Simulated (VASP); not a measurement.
# SrO (P6_3/mmc) in VASP: notebook

Runs on SrO. Level: PBE. Tasks: single point.

Everything below comes from runs of VASP 6.6.1. Logs are shortened: lines on timing, memory, paths and dates and some standing lists are left out, and cuts for length are marked.

**1. The cell of the first run**

It takes space group P6_3/mmc (No. 194, hexagonal). The conventional cell has a = 3.624 Å, b = 3.624 Å, c = 6.370 Å, α = 90.00°, β = 90.00°, γ = 120.00°. Within 3.5 Å of Sr (site symmetry -3m) lie 6 O at 2.63 Å and 2 Sr at 3.19 Å. Within 3.5 Å of O (site symmetry -6m2) lie 6 Sr at 2.63 Å.

**2. Single point, PBE (volume changed by +3%)**

INCAR reads:

```
SYSTEM = SrO
PREC     = Accurate       ! precision mode
ENCUT    = 520            ! plane-wave cutoff, eV
EDIFF    = 1E-7           ! SCF threshold, eV
ISMEAR   = 0              ! smearing method
SIGMA    = 0.01           ! smearing width, eV
LREAL    = .False.        ! projectors in reciprocal space
LASPH    = .True.         ! aspherical terms in the spheres
NELM     = 80             ! most SCF steps
ALGO     = Normal         ! electronic algorithm
ISIF     = 2              ! what is computed and relaxed
LWAVE    = .False.        ! write WAVECAR
LCHARG   = .False.        ! write CHGCAR
GGA      = PE             ! functional
NBANDS   = 24             ! bands
```

KPOINTS reads:

```
regular mesh
0
Gamma
  6 6 4
  0 0 0
```

POSCAR reads:

```
SrO
1.0
    3.6244307018      0.0000000000      0.0000000000
   -1.8122153509      3.1388490620      0.0000000000
    0.0000000000      0.0000000000      6.3701959529
Sr O
2 2
Direct
    0.0000000000      0.0000000000      0.0000000000
    0.0000000000      0.0000000000      0.5000000000
    0.3333333333      0.6666666667      0.2500000000
    0.6666666667      0.3333333333      0.7500000000
```

Potentials or basis: VASP PAW PBE potentials, release 64 (Sr_sv, O).

Launch:

```
$ cat potpaw_PBE.64/Sr_sv/POTCAR potpaw_PBE.64/O/POTCAR > POTCAR
$ mpirun -np 1 vasp_std > vasp.out
```

OUTCAR:

```text
SYSTEM = SrO
   PREC = Accurate
   ENCUT = 520
   EDIFF = 1E-7
   ISMEAR = 0
   LREAL = .False.
   LASPH = .True.
   NELM = 80
   ISIF = 2
   GGA = PE

 ion  position               nearest neighbor table
   1  0.000  0.000  0.000-   3 2.63   4 2.63   3 2.63   4 2.63   4 2.63   3 2.63   2 3.19   2 3.19
                             2 4.83   2 4.83   2 4.83   2 4.83   2 4.83   2 4.83   2 4.83   2 4.83
   2  0.000  0.000  0.500-   3 2.63   4 2.63   3 2.63   4 2.63   4 2.63   3 2.63   1 3.19   1 3.19
                             1 4.83   1 4.83   1 4.83   1 4.83   1 4.83   1 4.83   1 4.83   1 4.83
   3  0.333  0.667  0.250-   1 2.63   2 2.63   1 2.63   2 2.63   1 2.63   2 2.63
   4  0.667  0.333  0.750-   1 2.63   2 2.63   1 2.63   2 2.63   1 2.63   2 2.63

  LATTYP: Found a hexagonal cell.
 ALAT       =     3.6244307018
 C/A-ratio  =     1.7575714580

  Lattice vectors:

 A1 = (   3.6244307018,   0.0000000000,   0.0000000000)
 A2 = (  -1.8122153509,   3.1388490620,   0.0000000000)
 A3 = (   0.0000000000,   0.0000000000,   6.3701959529)

Analysis of symmetry for initial positions (statically):
=====================================================================
 Subroutine PRICEL returns:
 Original cell was already a primitive cell.

 Routine SETGRP: Setting up the symmetry group for a
 hexagonal supercell.

 Subroutine GETGRP returns: Found 24 space group operations
 (whereof 12 operations were pure point group operations)
 out of a pool of 24 trial point group operations.

The static configuration has the point symmetry D_3d.
 The point group associated with its full space group is D_6h.

Analysis of symmetry for dynamics (positions and initial velocities):
=====================================================================
 Subroutine PRICEL returns:
 Original cell was already a primitive cell.

 Routine SETGRP: Setting up the symmetry group for a
 hexagonal supercell.

 Subroutine GETGRP returns: Found 24 space group operations
 (whereof 12 operations were pure point group operations)
 out of a pool of 24 trial point group operations.

The dynamic configuration has the point symmetry D_3d.
 The point group associated with its full space group is D_6h.

 Subroutine INISYM returns: Found 24 space group operations
 (whereof 12 operations are pure point group operations),
 and found     1 'primitive' translations

----------------------------------------------------------------------------------------

                                     Primitive cell

  volume of cell :      72.4708

  direct lattice vectors                    reciprocal lattice vectors
     3.624430702  0.000000000  0.000000000     0.275905399  0.159294057  0.000000000
    -1.812215351  3.138849062  0.000000000     0.000000000  0.318588113  0.000000000
     0.000000000  0.000000000  6.370195953     0.000000000  0.000000000  0.156981042

  length of vectors
     3.624430702  3.624430702  6.370195953     0.318588113  0.318588113  0.156981042

  position of ions in fractional coordinates (direct lattice)
     0.000000000  0.000000000  0.000000000
     0.000000000  0.000000000  0.500000000
     0.333333333  0.666666667  0.250000000
     0.666666667  0.333333333  0.750000000

  ion indices of the primitive-cell ions
   primitive index   ion index
                 1           1
                 2           2
                 3           3
                 4           4

----------------------------------------------------------------------------------------

 KPOINTS: regular mesh

Automatic generation of k-mesh.
 Grid dimensions read from file:
 generate k-points for:    6    6    4

 Generating k-lattice:

  Cartesian coordinates                     Fractional coordinates (reciprocal lattice)
     0.045984233  0.026549009  0.000000000     0.166666667  0.000000000  0.000000000
     0.000000000  0.053098019  0.000000000     0.000000000  0.166666667  0.000000000
     0.000000000  0.000000000  0.039245261     0.000000000  0.000000000  0.250000000

  Length of vectors
     0.053098019  0.053098019  0.039245261

  Shift w.r.t. Gamma in fractional coordinates (k-lattice)
     0.000000000  0.000000000  0.000000000

 Subroutine IBZKPT returns following result:
 ===========================================

 Found     21 irreducible k-points:

 Following reciprocal coordinates:
            Coordinates               Weight
  0.000000  0.000000  0.000000      1.000000
  0.166667  0.000000  0.000000      6.000000
  0.333333 -0.000000  0.000000      6.000000
  0.500000 -0.000000  0.000000      3.000000
  0.166667  0.166667  0.000000      6.000000
  0.333333  0.166667  0.000000     12.000000
[... 13 lines left out ...]
  0.333333  0.166667  0.500000     12.000000
  0.333333  0.333333  0.500000      2.000000
   k-points           NKPTS =     21   k-points in BZ     NKDIM =     21   number of bands    NBANDS=     24
   number of dos      NEDOS =    301   number of ions     NIONS =      4
   total plane-waves  NPLWV =  37632
   dimension x,y,z NGX =    28 NGY =   28 NGZ =   48
   dimension x,y,z NGXF=    56 NGYF=   56 NGZF=   96
   ions per type =               2   2
   NGX,Y,Z   is equivalent  to a cutoff of  12.84, 12.84, 12.53 a.u.
   NGXF,Y,Z  is equivalent  to a cutoff of  25.69, 25.69, 25.05 a.u.
 SYSTEM =  SrO
   PREC   = accura    normal or accurate (medium, high low for compatibility)
   ISTART =      0    job   : 0-new  1-cont  2-samecut
   ICHARG =      2    charge: 1-file 2-atom 10-const
   ISPIN  =      1    spin polarized calculation?
   LNONCOLLINEAR =      F non collinear calculations
   LSORBIT =      F    spin-orbit coupling
   LASPH  =      T    aspherical Exc in radial PAW
   ENCUT  =  520.0 eV  38.22 Ry    6.18 a.u.   6.74  6.74 11.84*2*pi/ulx,y,z
   NELM   =     80;   NELMIN=  2; NELMDL= -5     # of ELM steps
   EDIFF  = 0.1E-06   stopping-criterion for ELM
   LREAL  =      F    real-space projection
   EDIFFG = 0.1E-05   stopping-criterion for IOM
   NSW    =      0    number of steps for IOM
   IBRION =     -1    ionic relax: 0-MD 1-quasi-New 2-CG
   NFREE  =      0    steps in history (QN), initial steepest desc. (CG)
   ISIF   =      2    stress and relaxation
   ISYM   =      2    0-nonsym 1-usesym 2-fastsym
   POTIM  = 0.5000    time-step for ionic-motion
   TEBEG  =    0.0;   TEEND  =   0.0 temperature during run
   PSTRESS=    0.0 pullay stress
   NELECT =      32.0000    total number of electrons
   NUPDOWN=      -1.0000    fix difference up-down
   EMIN   =  10.00;   EMAX   =-10.00  energy-range for DOS
   EFERMI =   0.00;   METHOD = LEGACY
   ISMEAR =     0;   SIGMA  =   0.01  broadening in eV -4-tet -1-fermi 0-gaus
   EFERMI_NEDOS =   21; number of points for ismear=-14 and -15
   IALGO  =     38    algorithm
   IMIX   =      4    mixing-type and parameters
     AMIX     =   0.40;   BMIX     =  1.00
     AMIX_MAG =   1.60;   BMIX_MAG =  1.00
  volume/ion in A,a.u.               =      18.12       122.26
  Fermi-wavevector in a.u.,A,eV,Ry     =   1.246629  2.355787 21.144587  1.554083
  Thomas-Fermi vector in A             =   2.380798
   LORBIT       =      0    0 simple, 1 ext, 2 COOP (PROOUT), +10 PAW based schemes
   GGA     = PE    functional components
   LHFCALC =     F    Hartree Fock is set to
   AEXX    =    0.0000 exact exchange contribution
   IVDW    =     0    specifies the selected vdW correction
   LEPSILON=     F    determine dielectric tensor
   LRPA    =     F    only Hartree local field effects (RPA)
 non-spin polarized calculation
 Gauss-broadening in eV      SIGMA  =   0.01
  energy-cutoff  :      520.00
  volume of cell :       72.47
 maximum number of plane-waves:      1968
 NGX is ok and might be reduce to    28
   NGX = 13   NGY = 13   NGZ = 23

 number of electron      32.0000000 magnetization

 Free energy of the ion-electron system (eV)
  ---------------------------------------------------
  ext. energy  EPLUGINS =         0.00000000
  ---------------------------------------------------
  free energy    TOTEN  =       -23.49411136 eV

  energy without entropy =      -23.49411136  energy(sigma->0) =      -23.49411136

 E-fermi :   1.5949     XC(G=0):  -9.7176

 val. band max:        1.4800508922   @ k =   0.0000   0.0000   0.0000
 cond. band min:       4.7070565905   @ k =   0.0000   0.0000   0.0000
 fundamental gap:      3.2270056983
 Fermi energy:         1.5948988402

 k-point     1 :       0.0000    0.0000    0.0000
  band No.  band energies     occupation
      1     -31.5441      2.00000
      2     -31.3717      2.00000
      3     -15.4341      2.00000
      4     -13.5947      2.00000
      5     -13.2319      2.00000
      6     -13.2319      2.00000
[... 16 lines left out ...]
     23       8.4388      0.00000
     24       9.1453      0.00000

 k-point     2 :       0.1667    0.0000    0.0000
  band No.  band energies     occupation
      1     -31.5214      2.00000
      2     -31.3524      2.00000
      3     -15.2668      2.00000
      4     -14.2174      2.00000
      5     -13.2810      2.00000
      6     -13.2538      2.00000
[... 16 lines left out ...]
     23       8.8367      0.00000
     24      10.0361      0.00000

 k-point     3 :       0.3333   -0.0000    0.0000
  band No.  band energies     occupation
      1     -31.4754      2.00000
      2     -31.3135      2.00000
      3     -15.0190      2.00000
      4     -14.5858      2.00000
      5     -13.6156      2.00000
      6     -13.3769      2.00000
[... 16 lines left out ...]
     23      10.1799      0.00000
     24      10.5193      0.00000
[... 433 lines left out ...]
 k-point    20 :       0.3333    0.1667    0.5000
  band No.  band energies     occupation
      1     -31.3741      2.00000
      2     -31.3741      2.00000
      3     -14.6608      2.00000
      4     -14.6608      2.00000
      5     -13.6012      2.00000
      6     -13.6012      2.00000
[... 16 lines left out ...]
     23      10.1169      0.00000
     24      10.1169      0.00000

 k-point    21 :       0.3333    0.3333    0.5000
  band No.  band energies     occupation
      1     -31.3633      2.00000
      2     -31.3633      2.00000
      3     -14.6102      2.00000
      4     -14.6102      2.00000
      5     -13.6976      2.00000
      6     -13.6976      2.00000
[... 16 lines left out ...]
     23       9.7097      0.00000
     24       9.7097      0.00000

------------------------ aborting loop because EDIFF is reached ----------------------------------------

  FORCE on cell =-STRESS in cart. coord.  units (eV):
  Direction    XX          YY          ZZ          XY          YZ          ZX
  --------------------------------------------------------------------------------------
  -------------------------------------------------------------------------------------
  Total       -0.7847553     -0.7847553     -0.8355577      0.0000000     -0.0000000      0.0000000
  in kB      -17.3492945    -17.3492945    -18.4724289      0.0000000     -0.0000000      0.0000000
  external PRESSURE =     -17.7236726 kB  Pullay stress =       0.0000000 kB

 VOLUME and BASIS-vectors are now :
 -----------------------------------------------------------------------------
  energy-cutoff  :      520.00
  volume of cell :       72.47
      direct lattice vectors                 reciprocal lattice vectors
     3.624430702  0.000000000  0.000000000     0.275905399  0.159294057  0.000000000
    -1.812215351  3.138849062  0.000000000     0.000000000  0.318588113  0.000000000
     0.000000000  0.000000000  6.370195953     0.000000000  0.000000000  0.156981042

 POSITION                                       TOTAL-FORCE (eV/Angst)
 -----------------------------------------------------------------------------------
      0.00000      0.00000      0.00000        -0.000000      0.000000      0.000000
      0.00000      0.00000      3.18510        -0.000000      0.000000      0.000000
     -0.00000      2.09257      1.59255        -0.000000      0.000000     -0.000000
      1.81222      1.04628      4.77765         0.000000     -0.000000      0.000000
 -----------------------------------------------------------------------------------
    total drift:                                0.000000     -0.000000      0.000000

  FREE ENERGIE OF THE ION-ELECTRON SYSTEM (eV)
  ---------------------------------------------------
  free  energy   TOTEN  =       -23.4941113631 eV

  energy  without entropy=      -23.4941113631  energy(sigma->0) =      -23.49411136
```

Run time: 31 s. Hardware: 1 thread of Intel Xeon Platinum 8488C (Sapphire Rapids), shared host; peak memory 0.19 GiB.

What came out:

| Quantity | Value |
| --- | --- |
| Free energy | -23.4941 eV |
| Pressure | -1.8 GPa |
| Band gap on the k mesh | 3.23 eV, direct |

 A k mesh can miss the band edges.

**3. Single point, PBE (volume changed by +6%)**

INCAR reads:

```
SYSTEM = SrO
PREC     = Accurate       ! precision mode
ENCUT    = 520            ! plane-wave cutoff, eV
EDIFF    = 1E-6           ! SCF threshold, eV
ISMEAR   = 0              ! smearing method
SIGMA    = 0.01           ! smearing width, eV
LREAL    = .False.        ! projectors in reciprocal space
LASPH    = .True.         ! aspherical terms in the spheres
NELM     = 60             ! most SCF steps
ALGO     = Normal         ! electronic algorithm
ISIF     = 2              ! what is computed and relaxed
LWAVE    = .False.        ! write WAVECAR
LCHARG   = .True.         ! write CHGCAR
GGA      = PE             ! functional
LELF     = .True.         ! ELF
LVHAR    = .True.       
NBANDS   = 24             ! bands
```

KPOINTS reads:

```
Automatic mesh
0
Gamma
  6 6 4
  0 0 0
```

POSCAR reads:

```
SrO
1.0
    3.6592831350      0.0000000000      0.0000000000
   -1.8296415675      3.1690321546      0.0000000000
    0.0000000000      0.0000000000      6.4314515948
Sr O
2 2
Direct
    0.0000000000      0.0000000000      0.0000000000
    0.0000000000      0.0000000000      0.5000000000
    0.3333333333      0.6666666667      0.2500000000
    0.6666666667      0.3333333333      0.7500000000
```

Potentials or basis: VASP PAW PBE potentials, release 64 (Sr_sv, O).

Launch:

```
$ cat potpaw_PBE.64/Sr_sv/POTCAR potpaw_PBE.64/O/POTCAR > POTCAR
$ mpirun -np 1 vasp_std > vasp.out
```

It took 28 s on 1 thread of Intel Xeon Platinum 8488C (Sapphire Rapids), shared host; peak memory 0.2 GiB.

The run converged. Its results:

| Item | Value |
| --- | --- |
| Free energy | -23.4588 eV |
| Pressure | -3.7 GPa |
| Band gap on the k mesh | 3.11 eV, direct |

Stress tensor (GPa, compression positive):
```
-3.63  0.00  0.00
 0.00 -3.63  0.00
 0.00  0.00 -3.98
```

Levels at points of the mesh, in eV from the valence-band top:
| k point | band 14 | band 15 | band 16 | band 17 | band 18 | band 19 |
| --- | --- | --- | --- | --- | --- | --- |
| (0.00, 0.00, 0.00) | -0.16 | 0.00 | 0.00 | 3.11 | 4.03 | 6.31 |
| (0.50, 0.00, 0.00) | -0.62 | -0.36 | -0.14 | 3.60 | 5.48 | 6.40 |
| (0.00, 0.00, 0.50) | -0.46 | -0.46 | -0.46 | 4.93 | 4.93 | 6.00 |
| (0.50, 0.00, 0.50) | -0.79 | -0.57 | -0.57 | 4.67 | 4.67 | 7.50 |
